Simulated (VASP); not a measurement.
Set up this calculation in VASP 6.6.1, as the native input.

```
Task                   : single point
Functional             : PBE
Potentials or basis    : VASP PAW PBE potentials, release 64 (Mn_pv, Sb)
Cutoff                 : 520 eV
k mesh                 : 12 × 12 × 8
Occupations            : gaussian, width 0.05 eV
Spin                   : no spin polarisation
Dipole correction      : no
Further INCAR settings : ALGO = Normal; EDIFF = 1e-06; NBANDS = 26
```

The structure of MnSb lies in POSCAR:

```
MnSb
1.0
    4.1185275600      0.0000000000      0.0000000000
   -2.0592637800      3.5667494931      0.0000000000
    0.0000000000      0.0000000000      4.8044609997
Mn Sb
2 2
Direct
    0.0000000000      0.0000000000      0.0000000000
    0.0000000000      0.0000000000      0.5000000000
    0.3333333333      0.6666666667      0.2500000000
    0.6666666667      0.3333333333      0.7500000000
```

One way to write it, as run:

INCAR

```
  PREC = Accurate
  ENCUT = 520
  EDIFF = 1E-6
  ISMEAR = 0
  SIGMA = 0.05
  LREAL = False
  LASPH = True
  NELM = 60
  ALGO = Normal
  ISIF = 2
  LWAVE = False
  LCHARG = False
  GGA = PE
  NBANDS = 26
```

KPOINTS

```
Automatic mesh
0
Gamma
  12 12 8
```

Potentials or basis: VASP PAW PBE potentials, release 64 (Mn_pv, Sb).

The run is started by

```console
$ cat potpaw_PBE.64/Mn_pv/POTCAR potpaw_PBE.64/Sb/POTCAR > POTCAR
$ mpirun -np 1 vasp_std > vasp.out
```

Results of the run:

| Item | Value |
| --- | --- |
| Pressure | -0.1 GPa |
| Band gap on the k mesh | zero (bands 18 and 19 overlap by 0.95 eV) |

Caveat: spin-orbit coupling is left out, which moves the levels of the heavy elements; the run has no spin polarisation, though such a crystal can be magnetic.

Wall time 89 s on 1 thread of AMD EPYC 9R45 96-Core Processor (Zen 5), with other jobs on the host, peak memory 0.26 GiB.
